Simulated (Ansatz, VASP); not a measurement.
Te6Mo3H in VASP and in Ansatz

```xyz
10
Lattice="3.4334 0.0000 0.0000 -1.7167 2.9734 0.0000 0.0000 0.0000 20.7704" Properties=species:S:1:pos:R:3 pbc="T T T"
Te    0.0000    0.0000   18.9546
Te    0.0000    1.9823   12.2916
Te    0.0000    1.9823    4.8459
Te    0.0000    1.9823   15.9246
Te    0.0000    1.9823    8.4789
Te    0.0000    0.0000    1.8158
Mo    0.0000    0.0000   14.1063
Mo    0.0000    0.0000    6.6642
Mo    0.0000    1.9823    0.0000
H    -0.5639   -1.8123   19.0882
```

Alike in both runs: task single point; functional PBEsol; dispersion D3(BJ); k mesh 9 × 9 × 2; occupations gaussian, width 0.05 eV; no spin polarisation.

```csv
,VASP,Ansatz
version,VASP 6.6.1,Ansatz 0.2.0
potentials or method,"VASP PAW PBE potentials, release 64 (Te, Mo_sv, H), cutoff 400 eV","scalar-relativistic, plane waves, PAW"
valence electrons in the cell,79,139
```

|  | VASP | Ansatz | Ansatz less VASP |
| --- | --- | --- | --- |
| gap on the k mesh at the Fermi level (eV) | none | none | - |
| pressure (GPa) | 3.4 | 3.5 | +0.03 |
| traceless stress, the component that is largest in VASP (GPa) | 2.69 | 2.62 | -0.069 |
| rms of the force components (eV/Å) | 0.624 | 0.603 | -0.0212 |

VASP's potentials were made for PBE, not for PBEsol, and Ansatz warns of the same on its side. Atom by atom the forces differ by 0.028 eV/Å (rms over components). A gap of «none» marks a metal or a gap that the smearing closes. VASP's potentials hold 79 valence electrons a cell and Ansatz's 139, so a difference there can come from the potentials and not from the codes.

Spin-orbit coupling is off throughout.
